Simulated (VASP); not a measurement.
# Rh (Fm-3m) in VASP: elastic constants with LDA

Aim: the elastic constants of Rh with LDA.

Everything below comes from runs of VASP 6.6.1. Logs are shortened: lines on timing, memory, paths and dates and some standing lists are left out, and cuts for length are marked.

### Step 1. The cell of the first run

It takes space group Fm-3m (No. 225, cubic). Conventional cell: a = 3.758 Å, b = 3.758 Å, c = 3.758 Å, α = 90.00°, β = 90.00°, γ = 90.00°. Rh (site symmetry m-3m) has 12 Rh at 2.66 Å within 3.5 Å.

### Step 2. Elastic constants, LDA

Input file INCAR:

```
SYSTEM = Rh
PREC     = Accurate       ! precision mode
ENCUT    = 600            ! plane-wave cutoff, eV
EDIFF    = 1E-8           ! SCF threshold, eV
ISMEAR   = -1             ! smearing method
SIGMA    = 0.15           ! smearing width, eV
LREAL    = .FALSE.        ! projectors in reciprocal space
LASPH    = .TRUE.         ! aspherical terms in the spheres
NELM     = 80             ! most SCF steps
ALGO     = Fast           ! electronic algorithm
ISIF     = 3              ! what is computed and relaxed
LWAVE    = .FALSE.        ! write WAVECAR
LCHARG   = .TRUE.         ! write CHGCAR
NBANDS   = 14             ! bands
IBRION   = 6              ! ionic algorithm
NFREE    = 2            
POTIM    = 0.015          ! step
NSW      = 1              ! ionic steps
```

Input file KPOINTS:

```
Automatic mesh
0
G
  20 20 20
  0 0 0
```

Input file POSCAR:

```
Rh
1.0
    0.0000000000      1.8789299585      1.8789299585
    1.8789299585      0.0000000000      1.8789299585
    1.8789299585      1.8789299585      0.0000000000
Rh
1
Direct
    0.0000000000      0.0000000000      0.0000000000
```

Potentials or basis: VASP PAW LDA potentials, release 64 (Rh_pv).

The run is started by

```bash
$ cat potpaw_LDA.64/Rh_pv/POTCAR > POTCAR
$ mpirun -np 1 vasp_std > vasp.out
```

OUTCAR:

```text
SYSTEM = Rh
   PREC = Accurate
   ENCUT = 600
   EDIFF = 1E-8
   ISMEAR = -1
   LREAL = .FALSE.
   LASPH = .TRUE.
   NELM = 80
   ISIF = 3
   IBRION = 6
   NFREE = 2
   POTIM = 0.015
   NSW = 1

 ion  position               nearest neighbor table
   1  0.000  0.000  0.000-

  LATTYP: Found a face centered cubic cell.
 ALAT       =     3.7578599170

  Lattice vectors:

 A1 = (   0.0000000000,   1.8789299585,   1.8789299585)
 A2 = (   1.8789299585,   0.0000000000,   1.8789299585)
 A3 = (   1.8789299585,   1.8789299585,   0.0000000000)

Analysis of symmetry for initial positions (statically):
=====================================================================
 Subroutine PRICEL returns:
 Original cell was already a primitive cell.

 Routine SETGRP: Setting up the symmetry group for a
 face centered cubic supercell.

 Subroutine GETGRP returns: Found 48 space group operations
 (whereof 48 operations were pure point group operations)
 out of a pool of 48 trial point group operations.

The static configuration has the point symmetry O_h .

Analysis of symmetry for dynamics (positions and initial velocities):
=====================================================================
 Subroutine PRICEL returns:
 Original cell was already a primitive cell.

 Routine SETGRP: Setting up the symmetry group for a
 face centered cubic supercell.

 Subroutine GETGRP returns: Found 48 space group operations
 (whereof 48 operations were pure point group operations)
 out of a pool of 48 trial point group operations.

The dynamic configuration has the point symmetry O_h .

 Subroutine INISYM returns: Found 48 space group operations
 (whereof 48 operations are pure point group operations),
 and found     1 'primitive' translations

----------------------------------------------------------------------------------------

                                     Primitive cell

  volume of cell :      13.2667

  direct lattice vectors                    reciprocal lattice vectors
[... 344 lines left out ...]
     14      33.9061      0.00000
[... 377 lines left out ...]
      1     -34.5403      2.00000
      2     -33.9557      2.00000
      3     -33.9276      2.00000
      4       6.1431      2.00000
      5       9.1724      2.00000
      6       9.2626      2.00000
      7      10.6641      1.99998
      8      12.1851      1.55062
      9      12.9787      0.03417
     10      24.0699      0.00000
     11      28.8032      0.00000
     12      32.6479      0.00000
     13      34.4021      0.00000
     14      36.0049      0.00000

 [... further k-points ...]

------------------------ aborting loop because EDIFF is reached ----------------------------------------

  FORCE on cell =-STRESS in cart. coord.  units (eV):
  Direction    XX          YY          ZZ          XY          YZ          ZX
  --------------------------------------------------------------------------------------
  -------------------------------------------------------------------------------------
  Total        0.0602806      0.0602806      0.0602806     -0.0000000      0.0000000     -0.0000000
  in kB        7.2799155      7.2799155      7.2799155     -0.0000000      0.0000000     -0.0000000
  external PRESSURE =       7.2799155 kB  Pullay stress =       0.0000000 kB
[... 16 lines left out ...]
  FREE ENERGIE OF THE ION-ELECTRON SYSTEM (eV)
  ---------------------------------------------------
  free  energy   TOTEN  =        -8.7298846545 eV

  energy  without entropy=       -8.6347981054  energy(sigma->0) =       -8.68234138

 INTERNAL STRAIN TENSORS FROM STRAINED CELLS
 ============================================

 INTERNAL STRAIN TENSOR FOR ION    1 for displacements in x,y,z  (eV/Angst):
          X           Y           Z          XY          YZ          ZX
  --------------------------------------------------------------------------------
  x    -0.00000     0.00000    -0.00000     0.00000     0.00000    -0.00000
  y     0.00000    -0.00000     0.00000    -0.00000    -0.00000     0.00000
  z    -0.00000     0.00000     0.00000     0.00000    -0.00000    -0.00000

 INTERNAL STRAIN TENSORS FROM DISPLACED ATOMS
 ============================================

 INTERNAL STRAIN TENSOR FOR ION    1 for displacements in x,y,z  (eV/Angst):
          X           Y           Z          XY          YZ          ZX
  --------------------------------------------------------------------------------
  x     0.00000     0.00000     0.00000     0.00000     0.00000     0.00000
  y     0.00000     0.00000     0.00000     0.00000     0.00000     0.00000
  z     0.00000     0.00000     0.00000     0.00000     0.00000     0.00000

 Eigenvectors and eigenvalues of the dynamical matrix
 ----------------------------------------------------

   1 f  =    0.000000 THz     0.000000 2PiTHz    0.000000 cm-1     0.000000 meV
             X         Y         Z           dx          dy          dz
      0.000000  0.000000  0.000000     0.813733    0.581238    0.000000

   2 f  =    0.000000 THz     0.000000 2PiTHz    0.000000 cm-1     0.000000 meV
             X         Y         Z           dx          dy          dz
      0.000000  0.000000  0.000000     0.581238   -0.813733    0.000000

   3 f  =    0.000000 THz     0.000000 2PiTHz    0.000000 cm-1     0.000000 meV
             X         Y         Z           dx          dy          dz
      0.000000  0.000000  0.000000     0.000000    0.000000    1.000000

--------------------------------------------------------------------------------------------------------

 ELASTIC MODULI CONTR FROM IONIC RELAXATION (kBar)
 Direction    XX          YY          ZZ          XY          YZ          ZX
 --------------------------------------------------------------------------------
 XX           0.0000      0.0000      0.0000      0.0000      0.0000      0.0000
 YY           0.0000      0.0000      0.0000      0.0000      0.0000      0.0000
 ZZ           0.0000      0.0000      0.0000      0.0000      0.0000      0.0000
 XY           0.0000      0.0000      0.0000      0.0000      0.0000      0.0000
 YZ           0.0000      0.0000      0.0000      0.0000      0.0000      0.0000
 ZX           0.0000      0.0000      0.0000      0.0000      0.0000      0.0000
 --------------------------------------------------------------------------------

 TOTAL ELASTIC MODULI (kBar)
 Direction    XX          YY          ZZ          XY          YZ          ZX
 --------------------------------------------------------------------------------
 XX        4890.8326   2273.0551   2273.0551     -0.0000      0.0000     -0.0000
 YY        2273.0551   4890.8326   2273.0551      0.0000      0.0000      0.0000
 ZZ        2273.0551   2273.0551   4890.8326      0.0000      0.0000     -0.0000
 XY          -0.0000      0.0000      0.0000   2158.4051      0.0000      0.0000
 YZ           0.0000      0.0000      0.0000      0.0000   2158.4051      0.0000
 ZX          -0.0000      0.0000     -0.0000      0.0000      0.0000   2158.4051
 --------------------------------------------------------------------------------
```

stdout:

```text
POSCAR found type information on POSCAR Rh
 POSCAR found :  1 types and       1 ions
 scaLAPACK will be used
 LDA part: xc-table for (Slater(with rela. corr.)+CA(PZ))
 , standard interpolation
 POSCAR, INCAR and KPOINTS ok, starting setup
 FFT: planning ... GRIDC
 FFT: planning ... GRID_SOFT
 FFT: planning ... GRID
 WAVECAR not read
 entering main loop
 Found     1 degrees of freedom:
 Adding 6 more for cell shape distortion
 Finite differences POTIM= 0.01500 DOF=   7
 bond charge predicted
 Finite differences progress:
 bond charge predicted
 Finite differences progress:
 bond charge predicted
 Finite differences progress:
 bond charge predicted
 Finite differences progress:
 bond charge predicted
 Finite differences progress:
 bond charge predicted
 Finite differences progress:
 bond charge predicted
 Finite differences progress:
 bond charge predicted
 Finite differences progress:
 bond charge predicted
 Finite differences progress:
 bond charge predicted
 Finite differences progress:
 bond charge predicted
 Finite differences progress:
 bond charge predicted
 Finite differences progress:
 bond charge predicted
 Finite differences progress:
 bond charge predicted
 Finite differences progress:
```

Run time: 55 min. Hardware: 1 thread of Intel Xeon 8259CL, shared host; peak memory 0.85 GiB.

What came out:

| Property | Result |
| --- | --- |
| Elastic constants C11, C12, C44 | 489, 227, 216 GPa |
| Voigt bulk modulus | 315 GPa |

Elastic tensor in Voigt notation (GPa, in the Cartesian axes of the cell as first typed):
```
489 227 227   0   0   0
227 489 227   0   0   0
227 227 489   0   0   0
  0   0   0 216   0   0
  0   0   0   0 216   0
  0   0   0   0   0 216
```

Clamped-ion elastic tensor (GPa):
```
489 227 227   0   0   0
227 489 227   0   0   0
227 227 489   0   0   0
  0   0   0 216   0   0
  0   0   0   0 216   0
  0   0   0   0   0 216
```
